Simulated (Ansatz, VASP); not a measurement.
**BP in VASP and in Ansatz**

```
B P
1.0
     3.19624    0.00000    0.00000
     0.00000    4.52017    0.00000
     0.00000    0.00000   24.58873
B P
7 7
Direct
  0.50000 0.45183 0.31912
  0.00000 0.00944 0.36960
  0.50000 0.50861 0.43535
  0.00000 0.01100 0.50000
  0.50000 0.50861 0.56465
  0.00000 0.00943 0.63040
  0.50000 0.45183 0.68088
  0.00000 0.24400 0.29943
  0.50000 0.76564 0.36989
  0.00000 0.25940 0.43465
  0.50000 0.76118 0.50000
  0.00000 0.25940 0.56535
  0.50000 0.76564 0.63011
  0.00000 0.24400 0.70057
```

Alike in both runs: functional PBEsol; k mesh 8 × 6 × 1; occupations gaussian, width 0.05 eV; no spin polarisation.

Ansatz relaxed the structure, and its values are those at the end. VASP's run is a single point on that final structure, the one shown.

```csv
,VASP,Ansatz
version,VASP 6.6.1,Ansatz 0.2.0
potentials or method,"VASP PAW PBE potentials, release 64 (B, P), cutoff 520 eV","scalar-relativistic, plane waves, PAW"
valence electrons in the cell,56,56
```

|  | VASP | Ansatz | Ansatz less VASP |
| --- | --- | --- | --- |
| gap on the k mesh at the Fermi level (eV) | 0.13 | 0.12 | -0.004 |
| least direct gap on the mesh (eV) | 1.04 | 1.02 | -0.020 |
| rms of the force components (eV/Å) | 0.005 | 0.006 | +0.0005 |

VASP's potentials were made for PBE, not for PBEsol.
